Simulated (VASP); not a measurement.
Input of a VASP 6.6.1 run:

File INCAR:

```
SYSTEM = Na
PREC     = Accurate       ! precision mode
ENCUT    = 500            ! plane-wave cutoff, eV
EDIFF    = 1E-7           ! SCF threshold, eV
ISMEAR   = 0              ! smearing method
SIGMA    = 0.1            ! smearing width, eV
LREAL    = .False.        ! projectors in reciprocal space
LASPH    = .True.         ! aspherical terms in the spheres
NELM     = 120            ! most SCF steps
ALGO     = Normal         ! electronic algorithm
ISIF     = 3              ! what is computed and relaxed
LWAVE    = .False.        ! write WAVECAR
LCHARG   = .False.        ! write CHGCAR
GGA      = PS             ! functional
IBRION   = 2              ! ionic algorithm
NSW      = 70             ! ionic steps
EDIFFG   = -0.004         ! ionic threshold
PSTRESS  = 3000.0       
GGA_COMPAT= .False.      
NELMIN   = 4
```

KPOINTS

```
regular mesh
0
Gamma
  22 22 22
  0 0 0
```

File POSCAR:

```
Na
1.0
    0.0000000000      1.5234426042      1.5234426042
    1.5234426042      0.0000000000      1.5234426042
    1.5234426042      1.5234426042      0.0000000000
Na
1
Direct
    0.0000000000      0.0000000000      0.0000000000
```

Potentials or basis: VASP PAW PBE potentials, release 64 (Na_pv).

Command:

```sh
$ cat potpaw_PBE.64/Na_pv/POTCAR > POTCAR
$ mpirun -np 1 vasp_std > vasp.out
```

(1) Estimate the relaxed cell.

(2) Predict the space group after relaxing (to 0.1 Å).

(3) What does it give for the band gap on the k mesh?

(4) Predict the relaxed volume.

## Answers

(1) a = 2.157 Å, b = 2.157 Å, c = 2.157 Å, α = 60.00°, β = 60.00°, γ = 60.00°.

(2) Fm-3m (No. 225).

(3) zero (an odd number of electrons rules out a gap without spin polarisation).

(4) 7.10 Å³/atom.

Caveat: the cell is relaxed towards a set pressure, so the run minimises the enthalpy, not the energy; the PAW data sets were made with another functional, which shifts forces and pressure a little.
